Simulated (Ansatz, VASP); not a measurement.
ZrB2: VASP beside Ansatz

```
CELL_PARAMETERS angstrom
3.02982 0.00000 0.00000
-1.51491 2.62390 0.00000
0.00000 0.00000 3.80212
ATOMIC_POSITIONS crystal
Zr 0.00000 0.00000 0.00000
B 0.33333 0.66667 0.50000
B 0.66667 0.33333 0.50000
```

Alike in both runs: task single point; functional PBEsol; k mesh 18 × 18 × 12; occupations gaussian, width 0.15 eV; no spin polarisation.

|  | VASP | Ansatz |
| --- | --- | --- |
| version | VASP 6.6.1 | Ansatz 0.2.0 |
| potentials or method | VASP PAW PBE potentials, release 64 (Zr_sv, B), cutoff 520 eV | scalar-relativistic, plane waves, PAW |
| valence electrons in the cell | 18 | 18 |

Ansatz gave:

| Quantity | Value |
| --- | --- |
| gap on the k mesh at the Fermi level (eV) | none |
| pressure (GPa) | 3.1 |
| traceless stress, the component that is largest in VASP (GPa) | -27.75 |

What did VASP give for the same quantities?

gap on the k mesh at the Fermi level (eV): none; pressure (GPa): 3.5; traceless stress, the component that is largest in VASP (GPa): -27.80.

VASP's potentials were made for PBE, not for PBEsol. A gap of «none» marks a metal or a gap that the smearing closes.
